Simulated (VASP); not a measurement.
# As (P1) in VASP: single point with PBEsol+D3(BJ)

Aim: the single point of As with PBEsol+D3(BJ).

Everything below comes from runs of VASP 6.6.1. Logs are shortened: lines on timing, memory, paths and dates and some standing lists are left out, and cuts for length are marked.

### Step 1. The cell of the first run

The typed cell holds 4 atoms: a = 5.617 Å, b = 5.632 Å, c = 4.034 Å, α = 90.05°, β = 89.95°, γ = 141.07°.

### Step 2. Single point, PBEsol+D3(BJ)

File INCAR:

```
SYSTEM = As
ALGO = Normal ; EDIFF = 1E-6
ENCUT = 510 ; GGA = PS
GGA_COMPAT = .False. ; ISIF = 2
ISMEAR = 0 ; IVDW = 12
LASPH = .True. ; LCHARG = .False.
LREAL = .False. ; LWAVE = .False.
NBANDS = 38 ; NELM = 120
PREC = Accurate ; SIGMA = 0.1
```

File KPOINTS:

```
k-points
0
Gamma
  6 6 4
  0 0 0
```

File POSCAR:

```
As
1.0
    1.8948147354     -5.2871237219     -0.0466236593
    1.8534730899      5.3183809062      0.0375316503
    0.0103420597     -0.0357209959      4.0336687943
As
4
Direct
    0.1407285446      0.8846957057      0.0474339788
    0.6231878545      0.4013550425      0.4564732954
    0.9086209756      0.1103166984      0.9586503352
    0.3916349061      0.6281501394      0.5492678333
```

Potentials or basis: VASP PAW PBE potentials, release 64 (As_d).

Started as:

```
$ cat potpaw_PBE.64/As_d/POTCAR > POTCAR
$ mpirun -np 1 vasp_std > vasp.out
```

OUTCAR:

```text
SYSTEM = As
   EDIFF = 1E-6
   ENCUT = 510
   GGA = PS
   ISIF = 2
   ISMEAR = 0
   IVDW = 12
   LASPH = .True.
   LREAL = .False.
   NELM = 120
   PREC = Accurate
 IVDW          = 12

 ion  position               nearest neighbor table
   1  0.141  0.885  0.047-   3 2.45   2 2.50   2 2.50
   2  0.623  0.401  0.456-   4 2.46   1 2.50   1 2.50
   3  0.909  0.110  0.959-   1 2.45   4 2.50   4 2.51
   4  0.392  0.628  0.549-   2 2.46   3 2.50   3 2.51

  LATTYP: Found a triclinic cell.
 ALAT       =     7.7117989994
 B/A-ratio  =     0.4860641697
 C/A-ratio  =     0.5230738271
 COS(alpha) =     0.0000644371
 COS(beta)  =     0.0006868788
 COS(gamma) =     0.7260559549

  Lattice vectors:

 A1 = (   5.6431025607,  -5.2558665376,  -0.0557156683)
 A2 = (   3.7482878253,   0.0312571843,  -0.0090920090)
 A3 = (   0.0103420597,  -0.0357209959,   4.0336687943)

Analysis of symmetry for initial positions (statically):
=====================================================================
 Subroutine PRICEL returns:
 Original cell was already a primitive cell.

 Routine SETGRP: Setting up the symmetry group for a
 triclinic supercell.

 Subroutine GETGRP returns: Found  1 space group operations
 (whereof  1 operations were pure point group operations)
 out of a pool of  2 trial point group operations.

The static configuration has the point symmetry C_1 .

Analysis of symmetry for dynamics (positions and initial velocities):
=====================================================================
 Subroutine PRICEL returns:
 Original cell was already a primitive cell.

 Routine SETGRP: Setting up the symmetry group for a
 triclinic supercell.

 Subroutine GETGRP returns: Found  1 space group operations
 (whereof  1 operations were pure point group operations)
 out of a pool of  2 trial point group operations.

The dynamic configuration has the point symmetry C_1 .

 Subroutine INISYM returns: Found  1 space group operations
 (whereof  1 operations are pure point group operations),
 and found     1 'primitive' translations

----------------------------------------------------------------------------------------

                                     Primitive cell

  volume of cell :      80.1829

  direct lattice vectors                    reciprocal lattice vectors
     1.894814735 -5.287123722 -0.046623659     0.267562308 -0.093235669 -0.001511680
     1.853473090  5.318380906  0.037531650     0.265993939  0.095326249  0.000162191
     0.010342060 -0.035720996  4.033668794     0.000617686 -0.001964648  0.247894283

  length of vectors
     5.616598072  5.632223946  4.033840216     0.283345661  0.282559544  0.247902837

  position of ions in fractional coordinates (direct lattice)
     0.140728545  0.884695706  0.047433979
     0.623187855  0.401355043  0.456473295
     0.908620976  0.110316698  0.958650335
     0.391634906  0.628150139  0.549267833

  ion indices of the primitive-cell ions
   primitive index   ion index
                 1           1
                 2           2
                 3           3
                 4           4

----------------------------------------------------------------------------------------

 KPOINTS: k-points

Automatic generation of k-mesh.
 Grid dimensions read from file:
 generate k-points for:    6    6    4

 Generating k-lattice:

  Cartesian coordinates                     Fractional coordinates (reciprocal lattice)
     0.044593718 -0.015539278 -0.000251947     0.166666667  0.000000000  0.000000000
     0.044332323  0.015887708  0.000027032     0.000000000  0.166666667 -0.000000000
     0.000154422 -0.000491162  0.061973571     0.000000000 -0.000000000  0.250000000

  Length of vectors
     0.047224277  0.047093257  0.061975709

  Shift w.r.t. Gamma in fractional coordinates (k-lattice)
     0.000000000  0.000000000  0.000000000

 Subroutine IBZKPT returns following result:
 ===========================================

 Found     76 irreducible k-points:

 Following reciprocal coordinates:
            Coordinates               Weight
  0.000000  0.000000  0.000000      1.000000
  0.166667 -0.000000  0.000000      2.000000
  0.333333 -0.000000  0.000000      2.000000
  0.500000  0.000000  0.000000      1.000000
  0.000000  0.166667  0.000000      2.000000
  0.166667  0.166667  0.000000      2.000000
[... 16 lines left out ...]
  0.333333  0.000000  0.250000      2.000000
  0.500000  0.000000  0.250000      2.000000
 [... further k-points ...]
   k-points           NKPTS =     76   k-points in BZ     NKDIM =     76   number of bands    NBANDS=     38
   number of dos      NEDOS =    301   number of ions     NIONS =      4
   total plane-waves  NPLWV =  52920
   dimension x,y,z NGX =    42 NGY =   42 NGZ =   30
   dimension x,y,z NGXF=    84 NGYF=   84 NGZF=   60
   ions per type =               4
   NGX,Y,Z   is equivalent  to a cutoff of  12.43, 12.40, 12.36 a.u.
   NGXF,Y,Z  is equivalent  to a cutoff of  24.86, 24.79, 24.73 a.u.
 SYSTEM =  As
   PREC   = accura    normal or accurate (medium, high low for compatibility)
   ISTART =      0    job   : 0-new  1-cont  2-samecut
   ICHARG =      2    charge: 1-file 2-atom 10-const
   ISPIN  =      1    spin polarized calculation?
   LNONCOLLINEAR =      F non collinear calculations
   LSORBIT =      F    spin-orbit coupling
   LASPH  =      T    aspherical Exc in radial PAW
   ENCUT  =  510.0 eV  37.48 Ry    6.12 a.u.  10.34 10.37  7.43*2*pi/ulx,y,z
   NELM   =    120;   NELMIN=  2; NELMDL= -5     # of ELM steps
   EDIFF  = 0.1E-05   stopping-criterion for ELM
   LREAL  =      F    real-space projection
[... 7 lines left out ...]
   TEBEG  =    0.0;   TEEND  =   0.0 temperature during run
   PSTRESS=    0.0 pullay stress
   NELECT =      60.0000    total number of electrons
   NUPDOWN=      -1.0000    fix difference up-down
   EMIN   =  10.00;   EMAX   =-10.00  energy-range for DOS
   EFERMI =   0.00;   METHOD = LEGACY
   ISMEAR =     0;   SIGMA  =   0.10  broadening in eV -4-tet -1-fermi 0-gaus
   EFERMI_NEDOS =   21; number of points for ismear=-14 and -15
   IALGO  =     38    algorithm
   IMIX   =      4    mixing-type and parameters
     AMIX     =   0.40;   BMIX     =  1.00
     AMIX_MAG =   1.60;   BMIX_MAG =  1.00
  volume/ion in A,a.u.               =      20.05       135.28
  Fermi-wavevector in a.u.,A,eV,Ry     =   1.486271  2.808645 30.055283  2.209001
  Thomas-Fermi vector in A             =   2.599578
   LORBIT       =      0    0 simple, 1 ext, 2 COOP (PROOUT), +10 PAW based schemes
   GGA     = PS    functional components
   LHFCALC =     F    Hartree Fock is set to
   AEXX    =    0.0000 exact exchange contribution
   IVDW    =    12    specifies the selected vdW correction
   LEPSILON=     F    determine dielectric tensor
   LRPA    =     F    only Hartree local field effects (RPA)
 non-spin polarized calculation
 Gauss-broadening in eV      SIGMA  =   0.10
  energy-cutoff  :      510.00
  volume of cell :       80.18
 maximum number of plane-waves:      2116
 NGX is ok and might be reduce to    42
   NGX = 21   NGY = 21   NGZ = 15

 number of electron      60.0000004 magnetization

 Free energy of the ion-electron system (eV)
  ---------------------------------------------------
  ext. energy  EPLUGINS =         0.00000000
  ---------------------------------------------------
  free energy    TOTEN  =       -20.31336349 eV

  energy without entropy =      -20.31333330  energy(sigma->0) =      -20.31334839

 E-fermi :   3.8497     XC(G=0): -11.2568

 val. band max:        3.6310162782   @ k =  -0.3333   0.3333   0.2500
 cond. band min:       4.0567095852   @ k =   0.5000   0.5000   0.0000
 fundamental gap:      0.4256933070
 Fermi energy:         3.8497257338

 k-point     1 :       0.0000    0.0000    0.0000
  band No.  band energies     occupation
      1     -32.0125      2.00000
      2     -32.0113      2.00000
      3     -31.9996      2.00000
      4     -31.9653      2.00000
      5     -31.9572      2.00000
      6     -31.9411      2.00000
[... 30 lines left out ...]
     37      10.1651      0.00000
     38      11.2370      0.00000

 k-point     2 :       0.1667   -0.0000    0.0000
  band No.  band energies     occupation
      1     -32.0073      2.00000
      2     -32.0043      2.00000
      3     -31.9979      2.00000
      4     -31.9610      2.00000
      5     -31.9521      2.00000
      6     -31.9405      2.00000
[... 30 lines left out ...]
     37       9.1343      0.00000
     38      10.8420      0.00000

 k-point     3 :       0.3333   -0.0000    0.0000
  band No.  band energies     occupation
      1     -31.9973      2.00000
      2     -31.9937      2.00000
      3     -31.9833      2.00000
      4     -31.9547      2.00000
      5     -31.9409      2.00000
      6     -31.9359      2.00000
[... 30 lines left out ...]
     37      10.9180      0.00000
     38      11.2722      0.00000

 k-point     4 :       0.5000    0.0000    0.0000
  band No.  band energies     occupation
      1     -31.9925      2.00000
      2     -31.9907      2.00000
      3     -31.9560      2.00000
      4     -31.9551      2.00000
      5     -31.9436      2.00000
      6     -31.9417      2.00000
[... 30 lines left out ...]
     37      12.2625      0.00000
     38      12.6611      0.00000
[... 703 lines left out ...]
      4     -31.9637      2.00000
      5     -31.9503      2.00000
      6     -31.9447      2.00000
[... 30 lines left out ...]
     37      10.7155      0.00000
     38      11.7066      0.00000

 k-point    23 :       0.3333    0.0000    0.2500
  band No.  band energies     occupation
      1     -31.9999      2.00000
      2     -31.9961      2.00000
      3     -31.9718      2.00000
      4     -31.9610      2.00000
      5     -31.9443      2.00000
      6     -31.9407      2.00000
[... 30 lines left out ...]
     37      10.7975      0.00000
     38      12.2502      0.00000

 k-point    24 :       0.5000    0.0000    0.2500
  band No.  band energies     occupation
      1     -31.9964      2.00000
      2     -31.9947      2.00000
      3     -31.9607      2.00000
      4     -31.9592      2.00000
      5     -31.9434      2.00000
      6     -31.9428      2.00000
[... 30 lines left out ...]
     37      10.9687      0.00000
     38      11.1917      0.00000

 [... further k-points ...]

------------------------ aborting loop because EDIFF is reached ----------------------------------------

 Edisp (eV)   -1.57670

 E8    (eV) :    -1.0122

  FORCE on cell =-STRESS in cart. coord.  units (eV):
  Direction    XX          YY          ZZ          XY          YZ          ZX
  --------------------------------------------------------------------------------------
  -------------------------------------------------------------------------------------
  Total       0.05708     0.16256    -0.01386    -0.02424    -0.02349     0.01733
  in kB       1.14052     3.24815    -0.27701    -0.48444    -0.46934     0.34638
  external pressure =        1.37 kB  Pullay stress =        0.00 kB

 VOLUME and BASIS-vectors are now :
 -----------------------------------------------------------------------------
  energy-cutoff  :      510.00
  volume of cell :       80.18
      direct lattice vectors                 reciprocal lattice vectors
     1.894814735 -5.287123722 -0.046623659     0.267562308 -0.093235669 -0.001511680
     1.853473090  5.318380906  0.037531650     0.265993939  0.095326249  0.000162191
     0.010342060 -0.035720996  4.033668794     0.000617686 -0.001964648  0.247894283

 POSITION                                       TOTAL-FORCE (eV/Angst)
 -----------------------------------------------------------------------------------
      1.90690      3.95941      0.21798        -0.001264     -0.010670     -0.011911
      1.92945     -1.17662      1.82727         0.002103     -0.032266      0.027751
      1.93605     -4.25153      3.82866         0.009378      0.052984     -0.007237
      1.91202      1.25050      2.22088        -0.010218     -0.010048     -0.008604
 -----------------------------------------------------------------------------------
    total drift:                               -0.000295     -0.000999     -0.000886

  FREE ENERGIE OF THE ION-ELECTRON SYSTEM (eV)
  ---------------------------------------------------
  free  energy   TOTEN  =       -21.8900616486 eV

  energy  without entropy=      -21.8900314551  energy(sigma->0) =      -21.89004655
```

Wall time 2.5 min (1 thread of Intel Xeon Platinum 8375C at 2.90GHz (Ice Lake), shared host); peak memory 0.32 GiB.

What came out:

| Quantity | Value |
| --- | --- |
| Free energy | -21.8901 eV |
| Pressure | 0.1 GPa |
| Largest force | 0.054 eV/Å |
| Dispersion energy per atom | -0.394 eV |

Forces on the atoms (eV/Å):
```
As  -0.001 -0.011 -0.012
As   0.002 -0.032  0.028
As   0.009  0.053 -0.007
As  -0.010 -0.010 -0.009
```

Caveat: the PAW data sets were made with another functional, which shifts forces and pressure a little.
